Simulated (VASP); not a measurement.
# SiC (P6_3mc) in VASP: single point with PBE-based screened hybrid

Aim: the single point of SiC with PBE-based screened hybrid.

All numbers are computed with VASP 6.6.1; they aren't measurements. Logs are shortened: lines on timing, memory, paths and dates and some standing lists are left out, and cuts for length are marked.

**1. The cell of the first run**

It takes space group P6_3mc (No. 186, hexagonal). Conventional cell: a = 3.075 Å, b = 3.075 Å, c = 5.048 Å, α = 90.00°, β = 90.00°, γ = 120.00°. Si (site symmetry 3m) has 4 C at 1.88 to 1.90 Å within 2.5 Å. Within 2.5 Å of C (site symmetry 3m) lie 4 Si at 1.88 to 1.90 Å.

**2. Single point, PBE-based screened hybrid**

Contents of POSCAR:

```
SiC
1.0
    3.0753564236      0.0000000000      0.0000000000
   -1.5376782118      2.6633367885      0.0000000000
    0.0000000000      0.0000000000      5.0481087552
Si C
2 2
Direct
    0.3333333333      0.6666666667      0.4995917705
    0.6666666667      0.3333333333      0.9995917705
    0.3333333333      0.6666666667      0.8754082295
    0.6666666667      0.3333333333      0.3754082295
```

Contents of INCAR.step1:

```
PREC     = Accurate       # precision mode
ENCUT    = 520            # plane-wave cutoff, eV
EDIFF    = 1E-5           # SCF threshold, eV
ISMEAR   = 0              # smearing method
SIGMA    = 0.01           # smearing width, eV
LREAL    = False          # projectors in reciprocal space
LASPH    = True           # aspherical terms in the spheres
NELM     = 100            # most SCF steps
ALGO     = Normal         # electronic algorithm
ISIF     = 2              # what is computed and relaxed
LWAVE    = True           # write WAVECAR
LCHARG   = False          # write CHGCAR
NBANDS   = 16             # bands
GGA      = PE             # functional
```

Contents of INCAR.step2:

```
PREC     = Accurate       # precision mode
ENCUT    = 520            # plane-wave cutoff, eV
EDIFF    = 1E-7           # SCF threshold, eV
ISMEAR   = 0              # smearing method
SIGMA    = 0.01           # smearing width, eV
LREAL    = False          # projectors in reciprocal space
LASPH    = True           # aspherical terms in the spheres
NELM     = 100            # most SCF steps
ALGO     = Normal         # electronic algorithm
ISIF     = 2              # what is computed and relaxed
LWAVE    = False          # write WAVECAR
LCHARG   = False          # write CHGCAR
GGA      = PE             # functional
LHFCALC  = True           # exact exchange
AEXX     = 0.3            # exact-exchange fraction
HFSCREEN = 0.1            # screening, 1/A
PRECFOCK = Normal       
NBANDS   = 16             # bands
ISTART   = 1
```

Contents of KPOINTS:

```
regular mesh
0
Gamma
  6 6 2
```

Potentials or basis: VASP PAW PBE potentials, release 64 (Si, C).

On the command line:

```console
$ cat potpaw_PBE.64/Si/POTCAR potpaw_PBE.64/C/POTCAR > POTCAR
$ cp INCAR.step1 INCAR
$ mpirun -np 1 vasp_std > vasp.out
$ cp INCAR.step2 INCAR
$ mpirun -np 1 vasp_std > vasp.out
```

OUTCAR:

```text
PREC = Accurate
   ENCUT = 520
   EDIFF = 1E-7
   ISMEAR = 0
   LREAL = False
   LASPH = True
   NELM = 100
   ISIF = 2
   GGA = PE
   LHFCALC = True
   AEXX = 0.3
   HFSCREEN = 0.1
   PRECFOCK = Normal
   ISTART = 1

 ion  position               nearest neighbor table
   1  0.333  0.667  0.500-   4 1.88   4 1.88   4 1.88   3 1.90   2 3.09   2 3.09   2 3.09   2 3.09
                             2 3.09   2 3.09
   2  0.667  0.333  1.000-   3 1.88   3 1.88   3 1.88   4 1.90   1 3.09   1 3.09   1 3.09   1 3.09
                             1 3.09   1 3.09
   3  0.333  0.667  0.875-   2 1.88   2 1.88   2 1.88   1 1.90
   4  0.667  0.333  0.375-   1 1.88   1 1.88   1 1.88   2 1.90

  LATTYP: Found a hexagonal cell.
 ALAT       =     3.0753564236
 C/A-ratio  =     1.6414711207

  Lattice vectors:

 A1 = (   3.0753564236,   0.0000000000,   0.0000000000)
 A2 = (  -1.5376782118,   2.6633367885,   0.0000000000)
 A3 = (   0.0000000000,   0.0000000000,   5.0481087552)

Analysis of symmetry for initial positions (statically):
=====================================================================
 Subroutine PRICEL returns:
 Original cell was already a primitive cell.

 Routine SETGRP: Setting up the symmetry group for a
 hexagonal supercell.

 Subroutine GETGRP returns: Found 12 space group operations
 (whereof  6 operations were pure point group operations)
 out of a pool of 24 trial point group operations.

The static configuration has the point symmetry C_3v.
 The point group associated with its full space group is C_6v.

Analysis of symmetry for dynamics (positions and initial velocities):
=====================================================================
 Subroutine PRICEL returns:
 Original cell was already a primitive cell.

 Routine SETGRP: Setting up the symmetry group for a
 hexagonal supercell.

 Subroutine GETGRP returns: Found 12 space group operations
 (whereof  6 operations were pure point group operations)
 out of a pool of 24 trial point group operations.

The dynamic configuration has the point symmetry C_3v.
 The point group associated with its full space group is C_6v.

 Subroutine INISYM returns: Found 12 space group operations
 (whereof  6 operations are pure point group operations),
 and found     1 'primitive' translations

----------------------------------------------------------------------------------------

                                     Primitive cell

  volume of cell :      41.3476

  direct lattice vectors                    reciprocal lattice vectors
     3.075356424  0.000000000  0.000000000     0.325165562  0.187734425  0.000000000
    -1.537678212  2.663336789  0.000000000     0.000000000  0.375468850  0.000000000
     0.000000000  0.000000000  5.048108755     0.000000000  0.000000000  0.198093989

  length of vectors
     3.075356424  3.075356424  5.048108755     0.375468850  0.375468850  0.198093989

  position of ions in fractional coordinates (direct lattice)
     0.333333333  0.666666667  0.499591770
     0.666666667  0.333333333  0.999591770
     0.333333333  0.666666667  0.875408230
     0.666666667  0.333333333  0.375408230

  ion indices of the primitive-cell ions
   primitive index   ion index
                 1           1
                 2           2
                 3           3
                 4           4

----------------------------------------------------------------------------------------

 KPOINTS: regular mesh

Automatic generation of k-mesh.
 Grid dimensions read from file:
 generate k-points for:    6    6    2

 Generating k-lattice:

  Cartesian coordinates                     Fractional coordinates (reciprocal lattice)
     0.054194260  0.031289071  0.000000000     0.166666667  0.000000000  0.000000000
     0.000000000  0.062578142  0.000000000     0.000000000  0.166666667  0.000000000
     0.000000000  0.000000000  0.099046994     0.000000000  0.000000000  0.500000000

  Length of vectors
     0.062578142  0.062578142  0.099046994

  Shift w.r.t. Gamma in fractional coordinates (k-lattice)
     0.000000000  0.000000000  0.000000000

 Subroutine IBZKPT returns following result:
 ===========================================

 Found     14 irreducible k-points:

 Following reciprocal coordinates:
            Coordinates               Weight
  0.000000  0.000000  0.000000      1.000000
  0.166667 -0.000000  0.000000      6.000000
  0.333333  0.000000  0.000000      6.000000
  0.500000  0.000000  0.000000      3.000000
  0.166667  0.166667  0.000000      6.000000
  0.333333  0.166667  0.000000     12.000000
  0.333333  0.333333  0.000000      2.000000
  0.000000  0.000000  0.500000      1.000000
  0.166667 -0.000000  0.500000      6.000000
  0.333333  0.000000  0.500000      6.000000
  0.500000  0.000000  0.500000      3.000000
  0.166667  0.166667  0.500000      6.000000
  0.333333  0.166667  0.500000     12.000000
  0.333333  0.333333  0.500000      2.000000
   k-points           NKPTS =     14   k-points in BZ     NKDIM =     72   number of bands    NBANDS=     16
   number of dos      NEDOS =    301   number of ions     NIONS =      4
   total plane-waves  NPLWV =  23040
   dimension x,y,z NGX =    24 NGY =   24 NGZ =   40
   dimension x,y,z NGXF=    48 NGYF=   48 NGZF=   80
   ions per type =               2   2
   NGX,Y,Z   is equivalent  to a cutoff of  12.97, 12.97, 13.17 a.u.
   NGXF,Y,Z  is equivalent  to a cutoff of  25.95, 25.95, 26.35 a.u.
 SYSTEM =  unknown system
   PREC   = accura    normal or accurate (medium, high low for compatibility)
   ISTART =      1    job   : 0-new  1-cont  2-samecut
   ICHARG =      0    charge: 1-file 2-atom 10-const
   ISPIN  =      1    spin polarized calculation?
   LNONCOLLINEAR =      F non collinear calculations
   LSORBIT =      F    spin-orbit coupling
   LASPH  =      T    aspherical Exc in radial PAW
   ENCUT  =  520.0 eV  38.22 Ry    6.18 a.u.   5.72  5.72  9.39*2*pi/ulx,y,z
   NELM   =    100;   NELMIN=  2; NELMDL=  0     # of ELM steps
   EDIFF  = 0.1E-06   stopping-criterion for ELM
   LREAL  =      F    real-space projection
   EDIFFG = 0.1E-05   stopping-criterion for IOM
   NSW    =      0    number of steps for IOM
   IBRION =     -1    ionic relax: 0-MD 1-quasi-New 2-CG
   NFREE  =      0    steps in history (QN), initial steepest desc. (CG)
   ISIF   =      2    stress and relaxation
   ISYM   =      3    0-nonsym 1-usesym 2-fastsym
   POTIM  = 0.5000    time-step for ionic-motion
   TEBEG  =    0.0;   TEEND  =   0.0 temperature during run
   PSTRESS=    0.0 pullay stress
   NELECT =      16.0000    total number of electrons
   NUPDOWN=      -1.0000    fix difference up-down
   EMIN   =  10.00;   EMAX   =-10.00  energy-range for DOS
   EFERMI =   0.00;   METHOD = LEGACY
   ISMEAR =     0;   SIGMA  =   0.01  broadening in eV -4-tet -1-fermi 0-gaus
   EFERMI_NEDOS =   21; number of points for ismear=-14 and -15
   IALGO  =     38    algorithm
   IMIX   =      1    mixing-type and parameters
     AMIX     =   0.40;   BMIX     =  1.00
     AMIX_MAG =   1.60;   BMIX_MAG =  1.00
  volume/ion in A,a.u.               =      10.34        69.76
  Fermi-wavevector in a.u.,A,eV,Ry     =   1.192975  2.254396 19.363673  1.423190
  Thomas-Fermi vector in A             =   2.329001
   LORBIT       =      0    0 simple, 1 ext, 2 COOP (PROOUT), +10 PAW based schemes
   GGA     = PE    functional components
   LHFCALC =     T    Hartree Fock is set to
   PRECFOCK=normal    Normal, Fast or Accurate (Low or Medium for compatibility)
   ENCUT4O =  -1.0   cutoff for four orbital integrals eV
   NKREDX  =     1    reduce k-point grid by
   NKREDY  =     1    reduce k-point grid by
   NKREDZ  =     1    reduce k-point grid by
   AEXX    =    0.3000 exact exchange contribution
   HFSCREEN=    0.1000 screening length (either q_TF or 0.3 A-1)
   HFSCREENC=   0.1000 screening length for correlation (either q_TF or 0.3 A-1)
   ENCUTFOCK=  -1.0 apply spherical cutoff to Coloumb kernel
   IVDW    =     0    specifies the selected vdW correction
   LEPSILON=     F    determine dielectric tensor
   LRPA    =     F    only Hartree local field effects (RPA)
 non-spin polarized calculation
 Gauss-broadening in eV      SIGMA  =   0.01
  energy-cutoff  :      520.00
  volume of cell :       41.35
 maximum number of plane-waves:      1124
 NGX is ok and might be reduce to    24
  NGX = 18; NGY = 18; NGZ = 30

 number of electron      16.0000000 magnetization

 Free energy of the ion-electron system (eV)
  ---------------------------------------------------
  ext. energy  EPLUGINS =         0.00000000
  ---------------------------------------------------
  free energy    TOTEN  =       -37.13602118 eV

  energy without entropy =      -37.13602118  energy(sigma->0) =      -37.13602118

 E-fermi :   7.4153     XC(G=0):  -8.7269

 val. band max:        7.3167541255   @ k =   0.0000   0.0000   0.0000
 cond. band min:      11.0766315070   @ k =   0.3333   0.3333   0.0000
 fundamental gap:      3.7598773815
 Fermi energy:         7.4153497987

 k-point     1 :       0.0000    0.0000    0.0000
  band No.  band energies     occupation
      1     -10.2330      2.00000
      2      -6.3238      2.00000
      3      -2.4452      2.00000
      4       5.8318      2.00000
      5       5.8318      2.00000
      6       7.1880      2.00000
[... 8 lines left out ...]
     15      18.4060      0.00000
     16      21.1061      0.00000

 k-point     2 :       0.1667   -0.0000    0.0000
  band No.  band energies     occupation
      1      -9.7035      2.00000
      2      -5.8797      2.00000
      3      -1.9510      2.00000
      4       3.4286      2.00000
      5       5.0679      2.00000
      6       5.5490      2.00000
[... 8 lines left out ...]
     15      18.9376      0.00000
     16      19.4034      0.00000

 k-point     3 :       0.3333    0.0000    0.0000
  band No.  band energies     occupation
      1      -8.1911      2.00000
      2      -4.8371      2.00000
      3      -1.0158      2.00000
      4       0.3604      2.00000
      5       2.3786      2.00000
      6       4.0038      2.00000
[... 8 lines left out ...]
     15      20.5288      0.00000
     16      21.9474      0.00000

 k-point     4 :       0.5000    0.0000    0.0000
  band No.  band energies     occupation
      1      -6.5759      2.00000
      2      -4.9611      2.00000
      3      -1.4228      2.00000
      4       0.2276      2.00000
      5       1.2378      2.00000
      6       3.5872      2.00000
[... 8 lines left out ...]
     15      20.0443      0.00000
     16      22.1542      0.00000
[... 134 lines left out ...]
 k-point    12 :       0.1667    0.1667    0.5000
  band No.  band energies     occupation
      1      -7.4174      2.00000
      2      -7.4174      2.00000
      3       1.2652      2.00000
      4       1.2652      2.00000
      5       3.9489      2.00000
      6       3.9489      2.00000
[... 8 lines left out ...]
     15      19.8337      0.00000
     16      19.8337      0.00000

 k-point    13 :       0.3333    0.1667    0.5000
  band No.  band energies     occupation
      1      -5.8042      2.00000
      2      -5.8042      2.00000
      3      -1.1068      2.00000
      4      -1.1068      2.00000
      5       2.7578      2.00000
      6       2.7578      2.00000
[... 8 lines left out ...]
     15      21.4493      0.00000
     16      21.4493      0.00000

 k-point    14 :       0.3333    0.3333    0.5000
  band No.  band energies     occupation
      1      -4.9820      2.00000
      2      -4.9820      2.00000
      3      -1.3639      2.00000
      4      -1.3639      2.00000
      5       1.0302      2.00000
      6       1.0302      2.00000
[... 8 lines left out ...]
     15      21.0761      0.00000
     16      21.0761      0.00000

------------------------ aborting loop because EDIFF is reached ----------------------------------------

  FORCE on cell =-STRESS in cart. coord.  units (eV):
  Direction    XX          YY          ZZ          XY          YZ          ZX
  --------------------------------------------------------------------------------------
  -------------------------------------------------------------------------------------
  Total       -0.7670147     -0.7670147     -0.6379197      0.0000000      0.0000000     -0.0000000
  in kB      -29.7210413    -29.7210413    -24.7187402      0.0000000      0.0000000     -0.0000000
  external PRESSURE =     -28.0536076 kB  Pullay stress =       0.0000000 kB

 VOLUME and BASIS-vectors are now :
 -----------------------------------------------------------------------------
  energy-cutoff  :      520.00
  volume of cell :       41.35
      direct lattice vectors                 reciprocal lattice vectors
     3.075356424  0.000000000  0.000000000     0.325165562  0.187734425  0.000000000
    -1.537678212  2.663336789  0.000000000     0.000000000  0.375468850  0.000000000
     0.000000000  0.000000000  5.048108755     0.000000000  0.000000000  0.198093989

 POSITION                                       TOTAL-FORCE (eV/Angst)
 -----------------------------------------------------------------------------------
     -0.00000      1.77556      2.52199         0.000000     -0.000000     -0.048582
      1.53768      0.88778      5.04605        -0.000000      0.000000     -0.048582
     -0.00000      1.77556      4.41916        -0.000000     -0.000000      0.048582
      1.53768      0.88778      1.89510        -0.000000      0.000000      0.048582
 -----------------------------------------------------------------------------------
    total drift:                               -0.000000     -0.000000     -0.000085

  FREE ENERGIE OF THE ION-ELECTRON SYSTEM (eV)
  ---------------------------------------------------
  free  energy   TOTEN  =       -37.1360211788 eV

  energy  without entropy=      -37.1360211788  energy(sigma->0) =      -37.13602118
```

Run time: 7 min. Hardware: 1 thread of Intel Xeon Platinum 8559C (Emerald Rapids), shared host; peak memory 0.25 GiB.

Results:

```
Free energy            : -37.1360 eV
Pressure               : -2.8 GPa
Largest force          : 0.049 eV/Å
Band gap on the k mesh : 3.76 eV, indirect (least direct gap 5.71 eV)
```

Forces in eV/Å, atoms in the order of the input:
```
Si   0.000  0.000 -0.049
Si   0.000  0.000 -0.049
C    0.000  0.000  0.049
C    0.000  0.000  0.049
```

Caveat: the k points lie up to 0.62 Å⁻¹ apart; the PAW data sets were made with another functional, which shifts forces and pressure a little. A k mesh can miss the band edges.
